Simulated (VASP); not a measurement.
# In (C2/m) in VASP: a series of runs

Runs on In. Level: r2SCAN. Tasks: single point.

Program: VASP 6.6.1. These are calculated values, not measurements. Logs are shortened: lines on timing, memory, paths and dates and some standing lists are left out, and cuts for length are marked.

**1. The cell of the first run**

The structure is monoclinic, space group C2/m (No. 12). The conventional cell has a = 4.492 Å, b = 4.639 Å, c = 3.339 Å, α = 90.00°, β = 130.88°, γ = 90.00°. In (site symmetry 2/m) has 12 In at 3.23 to 3.43 Å within 4.2 Å.

**2. Single point, r2SCAN**

Contents of POSCAR:

```
In
1.0
   -1.6190646052      1.6612415974      2.5247666629
    1.6612415974     -1.6190646052      2.5247666629
    1.5669310712      1.5669310712     -2.4970521319
In
1
Direct
    0.0000000000      0.0000000000      0.0000000000
```

Contents of INCAR.step1:

```
SYSTEM = In
  ALGO = Normal
  EDIFF = 1E-4
  ENCUT = 520
  GGA = PE
  ISMEAR = 1
  LASPH = .True.
  LCHARG = .False.
  LREAL = .False.
  LWAVE = .True.
  NBANDS = 12
  NELM = 100
  PREC = Accurate
  SIGMA = 0.03
```

Contents of INCAR.step2:

```
SYSTEM = In
  ALGO = Normal
  EDIFF = 1E-7
  ENCUT = 520
  ISIF = 2
  ISMEAR = 1
  ISTART = 1
  LASPH = .True.
  LCHARG = .False.
  LMIXTAU = .True.
  LREAL = .False.
  LWAVE = .False.
  METAGGA = R2SCAN
  NBANDS = 12
  NELM = 100
  PREC = Accurate
  SIGMA = 0.03
```

Contents of KPOINTS:

```
k-points
0
Gamma
  11 11 14
  0 0 0
```

Potentials or basis: VASP PAW PBE potentials, release 64 (In_d).

Launch:

```bash
cat potpaw_PBE.64/In_d/POTCAR > POTCAR
cp INCAR.step1 INCAR
mpirun -np 1 vasp_std > vasp.out
cp INCAR.step2 INCAR
mpirun -np 1 vasp_std > vasp.out
```

OUTCAR:

```text
SYSTEM = In
   EDIFF = 1E-7
   ENCUT = 520
   ISIF = 2
   ISMEAR = 1
   ISTART = 1
   LASPH = .True.
   LREAL = .False.
   METAGGA = R2SCAN
   NELM = 100
   PREC = Accurate

 ion  position               nearest neighbor table
   1  0.000  0.000  0.000-

  Warning from LATTYP: Got some problem with cell dimensions!
  Tried to take original basis but could not verify dimensions!
  LATTYP: Found a base centered monoclinic cell.
 ALAT       =     4.4919396200
 B/A-ratio  =     1.0327506407
 C/A-ratio  =     0.7432279121
 COS(beta)  =    -0.6544768028

  Lattice vectors:

 A1 = (   0.0521335340,  -3.2281726686,  -0.0277145310)
 A2 = (  -3.2281726686,   0.0521335340,  -0.0277145310)
 A3 = (   1.5669310712,   1.5669310712,  -2.4970521319)

Analysis of symmetry for initial positions (statically):
=====================================================================
 Subroutine PRICEL returns:
 Original cell was already a primitive cell.

 Routine SETGRP: Setting up the symmetry group for a
 base centered monoclinic supercell.

 Subroutine GETGRP returns: Found  4 space group operations
 (whereof  4 operations were pure point group operations)
 out of a pool of  4 trial point group operations.

The static configuration has the point symmetry C_2h.

Analysis of symmetry for dynamics (positions and initial velocities):
=====================================================================
 Subroutine PRICEL returns:
 Original cell was already a primitive cell.

 Routine SETGRP: Setting up the symmetry group for a
 base centered monoclinic supercell.

 Subroutine GETGRP returns: Found  4 space group operations
 (whereof  4 operations were pure point group operations)
 out of a pool of  4 trial point group operations.

The dynamic configuration has the point symmetry C_2h.

 Subroutine INISYM returns: Found  4 space group operations
 (whereof  4 operations are pure point group operations),
 and found     1 'primitive' translations

----------------------------------------------------------------------------------------

                                     Primitive cell

  volume of cell :      26.3001

  direct lattice vectors                    reciprocal lattice vectors
    -1.619064605  1.661241597  2.524766663     0.003298590  0.308148179  0.195436696
     1.661241597 -1.619064605  2.524766663     0.308148179  0.003298590  0.195436696
     1.566931071  1.566931071 -2.497052132     0.314903486  0.314903486 -0.005260558

  length of vectors
     3.428635376  3.428635376  3.338534905     0.364913255  0.364913255  0.445371849

  position of ions in fractional coordinates (direct lattice)
     0.000000000  0.000000000  0.000000000

  ion indices of the primitive-cell ions
   primitive index   ion index
                 1           1

----------------------------------------------------------------------------------------

 KPOINTS: k-points

Automatic generation of k-mesh.
 Grid dimensions read from file:
 generate k-points for:   11   11   14

 Generating k-lattice:

  Cartesian coordinates                     Fractional coordinates (reciprocal lattice)
     0.000299872  0.028013471  0.017766972     0.090909091 -0.000000000  0.000000000
     0.028013471  0.000299872  0.017766972    -0.000000000  0.090909091  0.000000000
     0.022493106  0.022493106 -0.000375754     0.000000000  0.000000000  0.071428571

  Length of vectors
     0.033173932  0.033173932  0.031812275

  Shift w.r.t. Gamma in fractional coordinates (k-lattice)
     0.000000000  0.000000000  0.000000000

 Subroutine IBZKPT returns following result:
 ===========================================

 Found    468 irreducible k-points:

 Following reciprocal coordinates:
            Coordinates               Weight
  0.000000  0.000000  0.000000      1.000000
  0.090909  0.000000  0.000000      4.000000
  0.181818  0.000000  0.000000      4.000000
  0.272727 -0.000000  0.000000      4.000000
  0.363636  0.000000  0.000000      4.000000
  0.454545 -0.000000  0.000000      4.000000
[... 16 lines left out ...]
 -0.272727  0.181818 -0.000000      4.000000
 -0.181818  0.181818  0.000000      2.000000
 [... further k-points ...]
   k-points           NKPTS =    468   k-points in BZ     NKDIM =    468   number of bands    NBANDS=     12
   number of dos      NEDOS =    301   number of ions     NIONS =      1
   total plane-waves  NPLWV =  21952
   dimension x,y,z NGX =    28 NGY =   28 NGZ =   28
   dimension x,y,z NGXF=    56 NGYF=   56 NGZF=   56
   ions per type =               1
   NGX,Y,Z   is equivalent  to a cutoff of  13.58, 13.58, 13.94 a.u.
   NGXF,Y,Z  is equivalent  to a cutoff of  27.15, 27.15, 27.89 a.u.
 SYSTEM =  In
   PREC   = accura    normal or accurate (medium, high low for compatibility)
   ISTART =      1    job   : 0-new  1-cont  2-samecut
   ICHARG =      0    charge: 1-file 2-atom 10-const
   ISPIN  =      1    spin polarized calculation?
   LNONCOLLINEAR =      F non collinear calculations
   LSORBIT =      F    spin-orbit coupling
   LASPH  =      T    aspherical Exc in radial PAW
   ENCUT  =  520.0 eV  38.22 Ry    6.18 a.u.   6.37  6.37  6.21*2*pi/ulx,y,z
   NELM   =    100;   NELMIN=  2; NELMDL=  0     # of ELM steps
   EDIFF  = 0.1E-06   stopping-criterion for ELM
   LREAL  =      F    real-space projection
   EDIFFG = 0.1E-05   stopping-criterion for IOM
   NSW    =      0    number of steps for IOM
   IBRION =     -1    ionic relax: 0-MD 1-quasi-New 2-CG
   NFREE  =      0    steps in history (QN), initial steepest desc. (CG)
   ISIF   =      2    stress and relaxation
   ISYM   =      2    0-nonsym 1-usesym 2-fastsym
   POTIM  = 0.5000    time-step for ionic-motion
   TEBEG  =    0.0;   TEEND  =   0.0 temperature during run
   PSTRESS=    0.0 pullay stress
   NELECT =      13.0000    total number of electrons
   NUPDOWN=      -1.0000    fix difference up-down
   EMIN   =  10.00;   EMAX   =-10.00  energy-range for DOS
   EFERMI =   0.00;   METHOD = LEGACY
   ISMEAR =     1;   SIGMA  =   0.03  broadening in eV -4-tet -1-fermi 0-gaus
   EFERMI_NEDOS =   21; number of points for ismear=-14 and -15
   IALGO  =     38    algorithm
   IMIX   =      4    mixing-type and parameters
     AMIX     =   0.40;   BMIX     =  1.00
     AMIX_MAG =   1.60;   BMIX_MAG =  1.00
  volume/ion in A,a.u.               =      26.30       177.48
  Fermi-wavevector in a.u.,A,eV,Ry     =   1.294404  2.446069 22.796318  1.675482
  Thomas-Fermi vector in A             =   2.425989
   LORBIT       =      0    0 simple, 1 ext, 2 COOP (PROOUT), +10 PAW based schemes
   METAGGA = R2SCAN    functional components
   LHFCALC =     F    Hartree Fock is set to
   AEXX    =    0.0000 exact exchange contribution
   IVDW    =     0    specifies the selected vdW correction
   LEPSILON=     F    determine dielectric tensor
   LRPA    =     F    only Hartree local field effects (RPA)
 non-spin polarized calculation
 Methfessel and Paxton  Order N= 1 SIGMA  =   0.03
  energy-cutoff  :      520.00
  volume of cell :       26.30
 maximum number of plane-waves:       724
 NGX is ok and might be reduce to    28
   NGX = 13   NGY = 13   NGZ = 13

 number of electron      13.0000002 magnetization

 Free energy of the ion-electron system (eV)
  ---------------------------------------------------
  ext. energy  EPLUGINS =         0.00000000
  ---------------------------------------------------
  free energy    TOTEN  =       -22.57138844 eV

  energy without entropy =      -22.57137877  energy(sigma->0) =      -22.57138522

 E-fermi :   7.4374     XC(G=0): -11.0440

 val. band max:        7.4315241055   @ k =  -0.2727   0.0909   0.3571
 cond. band min:       7.4400090270   @ k =  -0.1818   0.2727   0.2143
 fundamental gap:      0.0084849215
 Fermi energy:         7.4374373581

 k-point     1 :       0.0000    0.0000    0.0000
  band No.  band energies     occupation
      1      -7.9026      2.00000
      2      -7.7710      2.00000
      3      -7.7262      2.00000
      4      -7.7041      2.00000
      5      -7.5476      2.00000
      6      -2.5719      2.00000
      7      18.2727      0.00000
      8      18.5018      0.00000
      9      19.0073      0.00000
     10      19.7608      0.00000
     11      21.6728      0.00000
     12      22.0969      0.00000

 k-point     2 :       0.0909    0.0000    0.0000
  band No.  band energies     occupation
      1      -7.8881      2.00000
      2      -7.7714      2.00000
      3      -7.7203      2.00000
      4      -7.6955      2.00000
      5      -7.5538      2.00000
      6      -2.3839      2.00000
      7      16.1798      0.00000
      8      18.1579      0.00000
      9      18.5168      0.00000
     10      19.6180      0.00000
     11      21.9335      0.00000
     12      22.5073      0.00000

 k-point     3 :       0.1818    0.0000    0.0000
  band No.  band energies     occupation
      1      -7.8623      2.00000
      2      -7.7862      2.00000
      3      -7.7035      2.00000
      4      -7.6554      2.00000
      5      -7.5634      2.00000
      6      -1.8137      2.00000
      7      12.9369      0.00000
      8      17.3326      0.00000
      9      17.9433      0.00000
     10      19.6071      0.00000
     11      20.8569      0.00000
     12      23.7331      0.00000
[... 286 lines left out ...]
 k-point    23 :      -0.2727    0.1818   -0.0000
  band No.  band energies     occupation
      1      -7.8676      2.00000
      2      -7.7403      2.00000
      3      -7.6678      2.00000
      4      -7.6441      2.00000
      5      -7.5572      2.00000
      6      -0.7888      2.00000
      7      12.1689      0.00000
      8      14.6921      0.00000
      9      15.7391      0.00000
     10      17.4900      0.00000
     11      18.3379      0.00000
     12      23.5739      0.00000

 k-point    24 :      -0.1818    0.1818    0.0000
  band No.  band energies     occupation
      1      -7.8414      2.00000
      2      -7.7502      2.00000
      3      -7.6986      2.00000
      4      -7.6602      2.00000
      5      -7.5854      2.00000
      6      -1.5165      2.00000
      7      14.7548      0.00000
      8      15.6023      0.00000
      9      16.0227      0.00000
     10      17.3396      0.00000
     11      19.3763      0.00000
     12      23.9610      0.00000

 [... further k-points ...]

------------------------ aborting loop because EDIFF is reached ----------------------------------------

  FORCE on cell =-STRESS in cart. coord.  units (eV):
  Direction    XX          YY          ZZ          XY          YZ          ZX
  --------------------------------------------------------------------------------------
  -------------------------------------------------------------------------------------
  Total        0.0234189      0.0234189      0.0274579     -0.0094259     -0.0185625     -0.0185626
  in kB        1.4266568      1.4266568      1.6727087     -0.5742135     -1.1308088     -1.1308119
  external PRESSURE =       1.5086741 kB  Pullay stress =       0.0000000 kB

 VOLUME and BASIS-vectors are now :
 -----------------------------------------------------------------------------
  energy-cutoff  :      520.00
  volume of cell :       26.30
      direct lattice vectors                 reciprocal lattice vectors
    -1.619064605  1.661241597  2.524766663     0.003298590  0.308148179  0.195436696
     1.661241597 -1.619064605  2.524766663     0.308148179  0.003298590  0.195436696
     1.566931071  1.566931071 -2.497052132     0.314903486  0.314903486 -0.005260558

 POSITION                                       TOTAL-FORCE (eV/Angst)
 -----------------------------------------------------------------------------------
      0.00000      0.00000      0.00000         0.000000      0.000000      0.000000
 -----------------------------------------------------------------------------------
    total drift:                               -0.000000     -0.000000     -0.000000

  FREE ENERGIE OF THE ION-ELECTRON SYSTEM (eV)
  ---------------------------------------------------
  free  energy   TOTEN  =       -22.5713884422 eV

  energy  without entropy=      -22.5713787691  energy(sigma->0) =      -22.57138522
```

Wall time 9 min (1 thread of Intel Xeon 6975P-C (Granite Rapids), shared host); peak memory 0.27 GiB.

What came out:

| Quantity | Value |
| --- | --- |
| Free energy | -22.5714 eV |
| Pressure | 0.2 GPa |
| Band gap on the k mesh | zero (an odd number of electrons rules out a gap without spin polarisation) |

Caveat: the PAW data sets were made with another functional, which shifts forces and pressure a little; spin-orbit coupling is left out, which moves the levels of the heavy elements.

(Continued in part 2 of 2.)
